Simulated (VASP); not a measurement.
Input of a VASP 6.6.1 run:

Contents of INCAR:

```
SYSTEM = Ca
  PREC = Accurate
  ENCUT = 520
  EDIFF = 1E-6
  ISMEAR = 0
  SIGMA = 0.15
  LREAL = .FALSE.
  LASPH = .TRUE.
  NELM = 100
  ALGO = Fast
  ISIF = 2
  LWAVE = .FALSE.
  LCHARG = .TRUE.
  GGA = PE
  LELF = .TRUE.
  LVHAR = .TRUE.
  NBANDS = 11
```

KPOINTS

```
regular mesh
0
G
  14 14 14
  0 0 0
```

File POSCAR:

```
Ca
1.0
    0.0000000000      2.9059680000      2.7942000000
    2.9059680000      0.0000000000      2.7942000000
    2.9059680000      2.9059680000      0.0000000000
Ca
1
Direct
    0.0000000000      0.0000000000      0.0000000000
```

Potentials or basis: VASP PAW PBE potentials, release 64 (Ca_sv).

The run is started by

```console
$ cat potpaw_PBE.64/Ca_sv/POTCAR > POTCAR
$ mpirun -np 1 vasp_std > vasp.out
```

(1) What does it give for the band gap on the k mesh?

(2) What does it give for the pressure?

Results:

(1) zero (band 5 reaches 1.77 eV, above the bottom of band 6 at 1.31 eV).

(2) -1.6 GPa.

Caveat: the cell differs from its parent crystal (strain +0.040 along x and y, +0.000 along z).
